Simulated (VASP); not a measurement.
Al3Pd, 4 atoms in the cell. Symmetry: Pm-3m, No. 221, cubic system. The conventional cell has a = 3.894 Å, b = 3.894 Å, c = 3.894 Å, α = 90.00°, β = 90.00°, γ = 90.00°. Pd (site symmetry m-3m) has 12 Al at 2.75 Å within 3.6 Å. Within 3.6 Å of Al (site symmetry 4/mmm) lie 4 Pd at 2.75 Å and 8 Al at 2.75 Å. 

| Quantity | Value |
| --- | --- |
| Program | VASP 6.6.1 |
| Task | single point |
| Functional | r2SCAN |
| Potentials or basis | VASP PAW PBE potentials, release 64 (Pd, Al) |
| Cutoff | 550 eV |
| k mesh | 7 × 7 × 7 |
| Occupations | fermi-dirac, width 0.05 eV |
| Spin | no spin polarisation |
| Dipole correction | no |
| Further INCAR settings | ALGO = Normal; EDIFF = 1e-06; NBANDS = 18 |

Potentials or basis: VASP PAW PBE potentials, release 64 (Pd, Al).

Command:

```bash
$ cat potpaw_PBE.64/Pd/POTCAR potpaw_PBE.64/Al/POTCAR > POTCAR
$ cp INCAR.step1 INCAR
$ mpirun -np 1 vasp_std > vasp.out
$ cp INCAR.step2 INCAR
$ mpirun -np 1 vasp_std > vasp.out
```

Hardware: 1 thread of Intel Xeon 8259CL (shared host).

**Question.** Estimate the wall time of this run.

**Answer.** It took 2.5 min on 1 thread of Intel Xeon 8259CL, with other jobs on the host, peak memory 0.18 GiB. Counts: k points 20.
